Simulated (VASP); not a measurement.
Set up this calculation in VASP 6.6.1, as the native input.

```yaml
Task: single point
Functional: r2SCAN
Potentials_or_basis: VASP PAW PBE potentials, release 64 (Te, Mo_sv)
Cutoff: 520 eV
k_mesh: 9 × 9 × 2
Occupations: fermi-dirac, width 0.05 eV
Spin: no spin polarisation
Dipole_correction: no
Further_INCAR_settings: ALGO = Normal; EDIFF = 1e-06; NBANDS = 20
```

System: Te2Mo, a slab with vacuum.

```
CELL_PARAMETERS angstrom
3.56023 0.00000 0.00000
-1.78012 3.08325 0.00000
0.00000 0.00000 17.52406
ATOMIC_POSITIONS crystal
Te 0.33333 0.66667 0.10214
Te 0.33333 0.66667 0.89786
Mo 0.00000 0.00000 0.00000
```

The input as run:

POSCAR

```
Te2Mo
1.0
    3.5602328140      0.0000000000      0.0000000000
   -1.7801164070      3.0832520603      0.0000000000
    0.0000000000      0.0000000000     17.5240578200
Te Mo
2 1
Direct
    0.3333333333      0.6666666667      0.1021445500
    0.3333333333      0.6666666667      0.8978554500
    0.0000000000      0.0000000000      0.0000000000
```

INCAR.step1

```
  PREC = Accurate
  ENCUT = 520
  ISMEAR = -1
  SIGMA = 0.05
  LREAL = False
  LASPH = True
  NELM = 80
  NBANDS = 20
  GGA = PE
  ALGO = Normal
  EDIFF = 1E-4
  LWAVE = True
  LCHARG = False
```

INCAR.step2

```
  PREC = Accurate
  ENCUT = 520
  EDIFF = 1E-6
  ISMEAR = -1
  SIGMA = 0.05
  LREAL = False
  LASPH = True
  NELM = 80
  ALGO = Normal
  ISIF = 2
  LWAVE = False
  LCHARG = False
  METAGGA = R2SCAN
  LMIXTAU = True
  NBANDS = 20
  ISTART = 1
```

KPOINTS

```
regular mesh
0
Gamma
  9 9 2
```

Potentials or basis: VASP PAW PBE potentials, release 64 (Te, Mo_sv).

Run with:

```bash
$ cat potpaw_PBE.64/Te/POTCAR potpaw_PBE.64/Mo_sv/POTCAR > POTCAR
$ cp INCAR.step1 INCAR
$ mpirun -np 1 vasp_std > vasp.out
$ cp INCAR.step2 INCAR
$ mpirun -np 1 vasp_std > vasp.out
```

Results of the run:

The largest force is 0.019 eV/Å. The band gap on the k mesh is 1.13 eV.

Caveat: the PAW data sets were made with another functional, which shifts forces and pressure a little; spin-orbit coupling is left out, which moves the levels of the heavy elements.

It took 3.7 min on 1 thread of Intel(R) Xeon(R) 6975P-C (Granite Rapids), with other jobs on the host, peak memory 0.41 GiB.
